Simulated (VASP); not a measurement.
# F (C2/c) in VASP: further runs

The runs below take F through single point, with PBEsol.

Everything below comes from runs of VASP 6.6.1. Logs are shortened: lines on timing, memory, paths and dates and some standing lists are left out, and cuts for length are marked.

## Step 1: The cell of the first run

It takes space group C2/c (No. 15, monoclinic). Conventional cell: a = 5.113 Å, b = 3.168 Å, c = 6.622 Å, α = 90.00°, β = 94.87°, γ = 90.00°. Within 1.9 Å of F (site symmetry 1) lie 1 F at 1.41 Å.

## Step 2: Single point, PBEsol

Input file INCAR:

```
ALGO     = Normal         # electronic algorithm
EDIFF    = 1E-6           # SCF threshold, eV
ENCUT    = 520            # plane-wave cutoff, eV
GGA      = PS             # functional
ISIF     = 2              # what is computed and relaxed
ISMEAR   = 0              # smearing method
LASPH    = T              # aspherical terms in the spheres
LCHARG   = T              # write CHGCAR
LELF     = T              # ELF
LREAL    = F              # projectors in reciprocal space
LVHAR    = T            
LWAVE    = F              # write WAVECAR
NBANDS   = 22             # bands
NELM     = 80             # most SCF steps
PREC     = Accurate       # precision mode
SIGMA    = 0.01           # smearing width, eV
```

Input file KPOINTS:

```
k-points
0
Gamma
  4 4 1
```

Input file POSCAR:

```
F
1.0
    2.5563220000     -1.5840270000      0.0000000000
    2.5563220000      1.5840270000      0.0000000000
   -0.5621110000      0.0000000000      6.5977090000
F
4
Direct
    0.5958330000      0.9153360000      0.5979550000
    0.0846640000      0.4041670000      0.9020450000
    0.4041670000      0.0846640000      0.4020450000
    0.9153360000      0.5958330000      0.0979560000
```

Potentials or basis: VASP PAW PBE potentials, release 64 (F).

Started as:

```
$ cat potpaw_PBE.64/F/POTCAR > POTCAR
$ mpirun -np 1 vasp_std > vasp.out
```

OUTCAR:

```text
EDIFF = 1E-6
   ENCUT = 520
   GGA = PS
   ISIF = 2
   ISMEAR = 0
   LASPH = T
   LREAL = F
   NELM = 80
   PREC = Accurate

 ion  position               nearest neighbor table
   1  0.596  0.915  0.598-   3 1.41
   2  0.085  0.404  0.902-   4 1.41
   3  0.404  0.085  0.402-   1 1.41
   4  0.915  0.596  0.098-   2 1.41

  LATTYP: Found a base centered monoclinic cell.
 ALAT       =     5.1126440000
 B/A-ratio  =     0.6196508108
 C/A-ratio  =     1.2951441650
 COS(beta)  =    -0.0848903683

  Lattice vectors:

 A1 = (   2.5563220000,  -1.5840270000,   0.0000000000)
 A2 = (   2.5563220000,   1.5840270000,   0.0000000000)
 A3 = (  -0.5621110000,   0.0000000000,   6.5977090000)

Analysis of symmetry for initial positions (statically):
=====================================================================
 Subroutine PRICEL returns:
 Original cell was already a primitive cell.

 Routine SETGRP: Setting up the symmetry group for a
 base centered monoclinic supercell.

 Subroutine GETGRP returns: Found  4 space group operations
 (whereof  2 operations were pure point group operations)
 out of a pool of  4 trial point group operations.

The static configuration has the point symmetry S_2 .
 The point group associated with its full space group is C_2h.

Analysis of symmetry for dynamics (positions and initial velocities):
=====================================================================
 Subroutine PRICEL returns:
 Original cell was already a primitive cell.

 Routine SETGRP: Setting up the symmetry group for a
 base centered monoclinic supercell.

 Subroutine GETGRP returns: Found  4 space group operations
 (whereof  2 operations were pure point group operations)
 out of a pool of  4 trial point group operations.

The dynamic configuration has the point symmetry S_2 .
 The point group associated with its full space group is C_2h.

 Subroutine INISYM returns: Found  4 space group operations
 (whereof  2 operations are pure point group operations),
 and found     1 'primitive' translations

----------------------------------------------------------------------------------------

                                     Primitive cell

  volume of cell :      53.4320

  direct lattice vectors                    reciprocal lattice vectors
     2.556322000 -1.584027000  0.000000000     0.195593513 -0.315651185  0.016664158
     2.556322000  1.584027000  0.000000000     0.195593513  0.315651185  0.016664158
    -0.562111000  0.000000000  6.597709000     0.000000000  0.000000000  0.151567764

  length of vectors
     3.007311707  3.007311707  6.621611045     0.371712506  0.371712506  0.151567764

  position of ions in fractional coordinates (direct lattice)
     0.595833000  0.915336000  0.597955000
     0.084664000  0.404167000  0.902045000
     0.404167000  0.084664000  0.402045000
     0.915336000  0.595833000  0.097956000

  ion indices of the primitive-cell ions
   primitive index   ion index
                 1           1
                 2           2
                 3           3
                 4           4

----------------------------------------------------------------------------------------

 KPOINTS: k-points

Automatic generation of k-mesh.
 Grid dimensions read from file:
 generate k-points for:    4    4    1

 Generating k-lattice:

  Cartesian coordinates                     Fractional coordinates (reciprocal lattice)
     0.048898378 -0.078912796  0.004166039     0.250000000  0.000000000 -0.000000000
     0.048898378  0.078912796  0.004166039     0.000000000  0.250000000 -0.000000000
     0.000000000  0.000000000  0.151567764     0.000000000  0.000000000  1.000000000

  Length of vectors
     0.092928127  0.092928127  0.151567764

  Shift w.r.t. Gamma in fractional coordinates (k-lattice)
     0.000000000  0.000000000  0.000000000

 Subroutine IBZKPT returns following result:
 ===========================================

 Found      7 irreducible k-points:

 Following reciprocal coordinates:
            Coordinates               Weight
  0.000000  0.000000  0.000000      1.000000
  0.250000  0.000000  0.000000      4.000000
  0.500000  0.000000  0.000000      2.000000
  0.250000  0.250000  0.000000      2.000000
  0.500000  0.250000  0.000000      4.000000
 -0.250000  0.250000  0.000000      2.000000
  0.500000  0.500000  0.000000      1.000000
   k-points           NKPTS =      7   k-points in BZ     NKDIM =      7   number of bands    NBANDS=     22
   number of dos      NEDOS =    301   number of ions     NIONS =      4
   total plane-waves  NPLWV =  28800
   dimension x,y,z NGX =    24 NGY =   24 NGZ =   50
   dimension x,y,z NGXF=    48 NGYF=   48 NGZF=  100
   ions per type =               4
   NGX,Y,Z   is equivalent  to a cutoff of  13.27, 13.27, 12.55 a.u.
   NGXF,Y,Z  is equivalent  to a cutoff of  26.53, 26.53, 25.11 a.u.
 SYSTEM =  unknown system
   PREC   = accura    normal or accurate (medium, high low for compatibility)
   ISTART =      0    job   : 0-new  1-cont  2-samecut
   ICHARG =      2    charge: 1-file 2-atom 10-const
   ISPIN  =      1    spin polarized calculation?
   LNONCOLLINEAR =      F non collinear calculations
   LSORBIT =      F    spin-orbit coupling
   LASPH  =      T    aspherical Exc in radial PAW
   ENCUT  =  520.0 eV  38.22 Ry    6.18 a.u.   5.59  5.59 12.31*2*pi/ulx,y,z
   NELM   =     80;   NELMIN=  2; NELMDL= -5     # of ELM steps
   EDIFF  = 0.1E-05   stopping-criterion for ELM
   LREAL  =      F    real-space projection
   EDIFFG = 0.1E-04   stopping-criterion for IOM
   NSW    =      0    number of steps for IOM
   IBRION =     -1    ionic relax: 0-MD 1-quasi-New 2-CG
   NFREE  =      0    steps in history (QN), initial steepest desc. (CG)
   ISIF   =      2    stress and relaxation
   ISYM   =      2    0-nonsym 1-usesym 2-fastsym
   POTIM  = 0.5000    time-step for ionic-motion
   TEBEG  =    0.0;   TEEND  =   0.0 temperature during run
   PSTRESS=    0.0 pullay stress
   NELECT =      28.0000    total number of electrons
   NUPDOWN=      -1.0000    fix difference up-down
   EMIN   =  10.00;   EMAX   =-10.00  energy-range for DOS
   EFERMI =   0.00;   METHOD = LEGACY
   ISMEAR =     0;   SIGMA  =   0.01  broadening in eV -4-tet -1-fermi 0-gaus
   EFERMI_NEDOS =   21; number of points for ismear=-14 and -15
   IALGO  =     38    algorithm
   IMIX   =      4    mixing-type and parameters
     AMIX     =   0.40;   BMIX     =  1.00
     AMIX_MAG =   1.60;   BMIX_MAG =  1.00
  volume/ion in A,a.u.               =      13.36        90.14
  Fermi-wavevector in a.u.,A,eV,Ry     =   1.319858  2.494169 23.701677  1.742024
  Thomas-Fermi vector in A             =   2.449726
   LORBIT       =      0    0 simple, 1 ext, 2 COOP (PROOUT), +10 PAW based schemes
   GGA     = PS    functional components
   LHFCALC =     F    Hartree Fock is set to
   AEXX    =    0.0000 exact exchange contribution
   IVDW    =     0    specifies the selected vdW correction
   LEPSILON=     F    determine dielectric tensor
   LRPA    =     F    only Hartree local field effects (RPA)
 non-spin polarized calculation
 Gauss-broadening in eV      SIGMA  =   0.01
  energy-cutoff  :      520.00
  volume of cell :       53.43
 maximum number of plane-waves:      1447
 NGX is ok and might be reduce to    24
   NGX = 11   NGY = 11   NGZ = 25

 number of electron      27.9999996 magnetization

 Free energy of the ion-electron system (eV)
  ---------------------------------------------------
  ext. energy  EPLUGINS =         0.00000000
  ---------------------------------------------------
  free energy    TOTEN  =        -7.78465034 eV

  energy without entropy =       -7.78465034  energy(sigma->0) =       -7.78465034

 E-fermi :  -4.1026     XC(G=0):  -8.5788

 val. band max:       -4.2508392999   @ k =   0.0000   0.0000   0.0000
 cond. band min:      -1.6610188770   @ k =   0.0000   0.0000   0.0000
 fundamental gap:      2.5898204229
 Fermi energy:        -4.1025788726

 k-point     1 :       0.0000    0.0000    0.0000
  band No.  band energies     occupation
      1     -29.3596      2.00000
      2     -29.1641      2.00000
      3     -23.0976      2.00000
      4     -22.5324      2.00000
      5     -11.2215      2.00000
      6     -10.0946      2.00000
[... 14 lines left out ...]
     21      16.7784      0.00000
     22      18.6044      0.00000

 k-point     2 :       0.2500    0.0000    0.0000
  band No.  band energies     occupation
      1     -29.2475      2.00000
      2     -29.1073      2.00000
      3     -22.9882      2.00000
      4     -22.5901      2.00000
      5     -11.1028      2.00000
      6     -10.2684      2.00000
[... 14 lines left out ...]
     21      15.4833      0.00000
     22      16.2341      0.00000

 k-point     3 :       0.5000    0.0000    0.0000
  band No.  band energies     occupation
      1     -29.0936      2.00000
      2     -29.0874      2.00000
      3     -22.7714      2.00000
      4     -22.7585      2.00000
      5     -10.7396      2.00000
      6     -10.7215      2.00000
[... 14 lines left out ...]
     21      12.6394      0.00000
     22      13.0303      0.00000

 k-point     4 :       0.2500    0.2500    0.0000
  band No.  band energies     occupation
      1     -29.2550      2.00000
      2     -29.0833      2.00000
      3     -22.9998      2.00000
      4     -22.5069      2.00000
      5     -11.1061      2.00000
      6     -10.1294      2.00000
[... 14 lines left out ...]
     21      15.6719      0.00000
     22      15.7510      0.00000

 k-point     5 :       0.5000    0.2500    0.0000
  band No.  band energies     occupation
      1     -29.1346      2.00000
      2     -29.0305      2.00000
      3     -22.8752      2.00000
      4     -22.5806      2.00000
      5     -10.9308      2.00000
      6     -10.3495      2.00000
[... 14 lines left out ...]
     21      13.2295      0.00000
     22      14.2516      0.00000

 k-point     6 :      -0.2500    0.2500    0.0000
  band No.  band energies     occupation
      1     -29.1041      2.00000
      2     -29.0783      2.00000
      3     -22.8009      2.00000
      4     -22.7281      2.00000
      5     -10.8193      2.00000
      6     -10.6184      2.00000
[... 14 lines left out ...]
     21      14.1429      0.00000
     22      14.3947      0.00000

 k-point     7 :       0.5000    0.5000    0.0000
  band No.  band energies     occupation
      1     -29.1469      2.00000
      2     -29.0007      2.00000
      3     -22.8997      2.00000
      4     -22.4816      2.00000
      5     -10.9588      2.00000
      6     -10.1644      2.00000
[... 14 lines left out ...]
     21      13.3260      0.00000
     22      15.4842      0.00000

------------------------ aborting loop because EDIFF is reached ----------------------------------------

  FORCE on cell =-STRESS in cart. coord.  units (eV):
  Direction    XX          YY          ZZ          XY          YZ          ZX
  --------------------------------------------------------------------------------------
  -------------------------------------------------------------------------------------
  Total        0.2639609      0.2139031      0.1592710      0.0000000      0.0000000      0.0418489
  in kB        7.9149630      6.4139608      4.7757984      0.0000000      0.0000000      1.2548537
  external PRESSURE =       6.3682407 kB  Pullay stress =       0.0000000 kB

 VOLUME and BASIS-vectors are now :
 -----------------------------------------------------------------------------
  energy-cutoff  :      520.00
  volume of cell :       53.43
      direct lattice vectors                 reciprocal lattice vectors
     2.556322000 -1.584027000  0.000000000     0.195593513 -0.315651185  0.016664158
     2.556322000  1.584027000  0.000000000     0.195593513  0.315651185  0.016664158
    -0.562111000  0.000000000  6.597709000     0.000000000  0.000000000  0.151567764

 POSITION                                       TOTAL-FORCE (eV/Angst)
 -----------------------------------------------------------------------------------
      3.52692      0.50610      3.94513        -0.021725     -0.017434      0.165547
      0.74256      0.50610      5.95143         0.021725     -0.017434     -0.165547
      1.02362     -0.50610      2.65258         0.021725      0.017434     -0.165547
      3.80797     -0.50610      0.64629        -0.021725      0.017434      0.165547
 -----------------------------------------------------------------------------------
    total drift:                                0.001014      0.000896     -0.010871

  FREE ENERGIE OF THE ION-ELECTRON SYSTEM (eV)
  ---------------------------------------------------
  free  energy   TOTEN  =        -7.7846503381 eV

  energy  without entropy=       -7.7846503381  energy(sigma->0) =       -7.78465034
```

Run time: 5.3 s. Hardware: 1 thread of Intel Xeon Platinum 8488C (Sapphire Rapids), shared host; peak memory 0.15 GiB.

Results:

```yaml
Free_energy: -7.7847 eV
Pressure: 0.6 GPa
Largest_force: 0.168 eV/Å
Band_gap_on_the_k_mesh: 2.59 eV, direct
```

Forces on the atoms (eV/Å):
```
F   -0.022 -0.017  0.166
F    0.022 -0.017 -0.166
F    0.022  0.017 -0.166
F   -0.022  0.017  0.166
```

Caveat: the k points lie up to 0.95 Å⁻¹ apart; the PAW data sets were made with another functional, which shifts forces and pressure a little.

## Step 3: Single point, PBEsol

Input file INCAR:

```
SYSTEM = F
PREC     = Accurate       ! precision mode
ENCUT    = 520            ! plane-wave cutoff, eV
EDIFF    = 1E-6           ! SCF threshold, eV
ISMEAR   = 0              ! smearing method
SIGMA    = 0.01           ! smearing width, eV
LREAL    = .FALSE.        ! projectors in reciprocal space
LASPH    = .TRUE.         ! aspherical terms in the spheres
NELM     = 80             ! most SCF steps
ALGO     = Normal         ! electronic algorithm
ISIF     = 2              ! what is computed and relaxed
LWAVE    = .FALSE.        ! write WAVECAR
LCHARG   = .FALSE.        ! write CHGCAR
GGA      = PS             ! functional
NBANDS   = 22             ! bands
```

Input file KPOINTS:

```
regular mesh
0
G
  4 4 2
  0 0 0
```

POSCAR is that of step 2.

Potentials or basis: VASP PAW PBE potentials, release 64 (F).

Started as:

```
$ cat potpaw_PBE.64/F/POTCAR > POTCAR
$ mpirun -np 1 vasp_std > vasp.out
```

Run time: 7.3 s. Hardware: 1 thread of Intel Xeon Platinum 8488C (Sapphire Rapids), shared host; peak memory 0.16 GiB.

The run converged. Its results:

| Property | Result |
| --- | --- |
| Free energy | -7.7528 eV |
| Pressure | 0.8 GPa |
| Largest force | 0.075 eV/Å |
| Band gap on the k mesh | 2.59 eV, direct |

Forces in eV/Å, atoms in the order of the input:
```
F   -0.006 -0.019  0.073
F    0.006 -0.019 -0.073
F    0.006  0.019 -0.073
F   -0.006  0.019  0.073
```

Stress tensor (GPa, compression positive):
```
0.85 0.00 0.08
0.00 0.83 0.00
0.08 0.00 0.69
```

Levels at points of the mesh, in eV from the valence-band top:
```csv
k point,band 12,band 13,band 14,band 15,band 16,band 17
"(0.00, 0.00, 0.00)",-0.18,-0.06,0.00,2.59,3.71,9.78
"(0.50, 0.00, 0.00)",-0.59,-0.17,-0.13,3.28,3.30,14.62
"(0.50, 0.50, 0.00)",-0.65,-0.31,-0.17,2.89,3.62,14.76
"(0.00, 0.00, 0.50)",-0.37,-0.03,-0.03,3.14,3.14,10.69
"(0.50, 0.00, 0.50)",-0.49,-0.16,-0.05,3.20,3.26,14.85
"(0.50, 0.50, 0.50)",-0.62,-0.45,-0.45,3.26,3.26,15.12
```

Caveat: the k points lie up to 0.58 Å⁻¹ apart; the PAW data sets were made with another functional, which shifts forces and pressure a little.
